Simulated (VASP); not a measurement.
A run of VASP 6.6.1 is set up as follows.

The input INCAR:

```
SYSTEM = SiAs3
ALGO = Normal
EDIFF = 1E-6
ENCUT = 600
GGA = PE
GGA_COMPAT = .FALSE.
ISIF = 2
ISMEAR = 0
LASPH = .TRUE.
LCHARG = .FALSE.
LREAL = .FALSE.
LWAVE = .FALSE.
NBANDS = 59
NELM = 120
PREC = Accurate
SIGMA = 0.1
```

Contents of KPOINTS:

```
k-points
0
G
  6 6 6
  0 0 0
```

POSCAR

```
SiAs3
1.0
    3.7132171286      2.1438269087      3.5270423270
   -3.7132171286      2.1438269087      3.5270423270
    0.0000000000     -4.2876538175      3.5270423270
Si As
2 6
Direct
    0.2701397600      0.2701397600      0.2701397600
    0.7298602400      0.7298602400      0.7298602400
    0.7738333394      0.2758794638      0.7738333394
    0.7738333394      0.7738333394      0.2758794638
    0.2758794638      0.7738333394      0.7738333394
    0.2261666606      0.7241205362      0.2261666606
    0.7241205362      0.2261666606      0.2261666606
    0.2261666606      0.2261666606      0.7241205362
```

Potentials or basis: VASP PAW PBE potentials, release 64 (Si, As_d).

Launch:

```sh
$ cat potpaw_PBE.64/Si/POTCAR potpaw_PBE.64/As_d/POTCAR > POTCAR
$ mpirun -np 1 vasp_std > vasp.out
```

Problem. Predict the largest force.

Solution. 0.007 eV/Å.

Problem. Estimate the pressure.

Solution. 0.0 GPa.

Problem. Estimate the band gap on the k mesh.

Solution. Zero (bands 49 and 50 overlap by 1.61 eV).

Forces on the atoms (eV/Å):
```
Si   0.000  0.000  0.006
Si   0.000  0.000 -0.006
As  -0.006  0.004 -0.002
As   0.000 -0.007 -0.002
As   0.006  0.004 -0.002
As   0.006 -0.004  0.002
As  -0.006 -0.004  0.002
As   0.000  0.007  0.002
```
